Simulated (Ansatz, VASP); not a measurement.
**Be: VASP beside Ansatz**

Contents of INCAR:

```
SYSTEM = Be
  PREC = Accurate
  ENCUT = 600
  EDIFF = 1E-7
  ISMEAR = 0
  SIGMA = 0.1
  LREAL = .FALSE.
  LASPH = .TRUE.
  NELM = 80
  ALGO = Normal
  ISIF = 3
  LWAVE = .FALSE.
  LCHARG = .FALSE.
  GGA = PE
  IVDW = 12
  IBRION = 2
  NSW = 100
  EDIFFG = -0.005
```

Contents of KPOINTS:

```
Automatic mesh
0
G
  21 21 12
  0 0 0
```

File POSCAR:

```
Be
1.0
    2.2237101570      0.0000000000      0.0000000000
   -1.1118550785      1.9257894866      0.0000000000
    0.0000000000      0.0000000000      3.4735851467
Be
2
Direct
    0.3333333333      0.6666666667      0.2500000000
    0.6666666667      0.3333333333      0.7500000000
```

Input for Ansatz:

```yaml
crystal:
  lattice:
    - [2.223710157, 0.0, 0.0]
    - [-1.1118550785, 1.9257894866, 0.0]
    - [0.0, 0.0, 3.4735851467]
  atoms:
    - { symbol: Be, position: [0.3333333333, 0.6666666667, 0.25] }
    - { symbol: Be, position: [0.6666666667, 0.3333333333, 0.75] }
basis:
  ecutwfc: 420
kpoints:
  mp_grid: { grid: [21, 21, 12] }
hamiltonian:
  xc: pbe
  dispersion: d3bj
scf:
  occupations: { method: gaussian, width: 0.1 }
output:
  forces: true
  stress: true
  eigenvalues: true
  write_density: true
  write_potential: true
  elf: true
  volumetric_format: npy
relax:
  adjacent_minimum: "off"
  f_tol: 0.005
  max_steps: 80
  cell: { stress_tol: 0.05 }
```

Alike in both runs: task relaxation of cell and atoms; functional PBE; dispersion D3(BJ); k mesh 21 × 21 × 12; occupations gaussian, width 0.1 eV; no spin polarisation.

```csv
,VASP,Ansatz
version,VASP 6.6.1,Ansatz 0.2.0
potentials or method,"VASP PAW PBE potentials, release 64 (Be), cutoff 600 eV","scalar-relativistic, plane waves, PAW"
valence electrons in the cell,4,4
```

```tsv
	VASP	Ansatz	Ansatz less VASP
gap on the k mesh at the Fermi level, each at its own relaxed structure (eV)	none	none	-
relaxed volume (Å³/atom)	7.44	7.43	-0.011
relaxed cell length with the largest relative difference (Å)	2.215	2.214	-0.0011
```

A gap of «none» marks a metal or a gap that the smearing closes.
